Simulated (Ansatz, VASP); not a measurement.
One calculation of Au, two programs

The input POSCAR:

```
Au
1.0
   -1.6987007250      1.6987007250      1.6158372750
    1.6987007250     -1.6987007250      1.6158372750
    1.6987007250      1.6987007250     -1.6158372750
Au
1
Direct
    0.0000000000      0.0000000000      0.0000000000
```

Contents of INCAR.step1:

```
SYSTEM = Au
ALGO = Normal ; EDIFF = 1E-4
ENCUT = 520 ; GGA = PE
ISMEAR = 0 ; LASPH = .True.
LCHARG = .False. ; LREAL = .False.
LWAVE = .True. ; NBANDS = 12
NELM = 80 ; PREC = Accurate
SIGMA = 0.15
```

File INCAR.step2:

```
SYSTEM = Au
ALGO = Normal ; EDIFF = 1E-6
ENCUT = 520 ; ISIF = 2
ISMEAR = 0 ; ISTART = 1
LASPH = .True. ; LCHARG = .False.
LMIXTAU = .True. ; LREAL = .False.
LWAVE = .False. ; METAGGA = R2SCAN
NBANDS = 12 ; NELM = 80
PREC = Accurate ; SIGMA = 0.15
```

File KPOINTS:

```
k-points
0
Gamma
  20 20 20
  0 0 0
```

Input for Ansatz:

```yaml
crystal:
  lattice:
    - [-1.698700725, 1.698700725, 1.615837275]
    - [1.698700725, -1.698700725, 1.615837275]
    - [1.698700725, 1.698700725, -1.615837275]
  atoms:
    - { symbol: Au, position: [0.0, 0.0, 0.0] }
basis:
  ecutwfc: 500
kpoints:
  mp_grid: { grid: [20, 20, 20] }
hamiltonian:
  xc: r2scan
scf:
  occupations: { method: gaussian, width: 0.15 }
output:
  forces: true
  stress: true
  eigenvalues: true
```

Change from the starting cell: strain +0.025 along x and y, -0.025 along z, atoms carried along.

Alike in both runs: task single point; functional r2SCAN; k mesh 20 × 20 × 20; occupations gaussian, width 0.15 eV; no spin polarisation.

|  | VASP | Ansatz |
| --- | --- | --- |
| version | VASP 6.6.1 | Ansatz 0.2.0 |
| potentials or method | VASP PAW PBE potentials, release 64 (Au), cutoff 520 eV | scalar-relativistic, plane waves, PAW |
| valence electrons in the cell | 11 | 19 |

Ansatz gave:

| Item | Value |
| --- | --- |
| gap on the k mesh at the Fermi level (eV) | none |
| pressure (GPa) | -7.4 |
| traceless stress, the component that is largest in VASP (GPa) | -0.41 |

Problem. What did VASP give for the same quantities?

Solution. gap on the k mesh at the Fermi level (eV): none; pressure (GPa): -7.2; traceless stress, the component that is largest in VASP (GPa): -0.42.

VASP's potentials were made for PBE, not for r2SCAN. A gap of «none» marks a metal or a gap that the smearing closes. VASP's potentials hold 11 valence electrons a cell and Ansatz's 19, so a difference there can come from the potentials and not from the codes.

Spin-orbit coupling is off throughout.
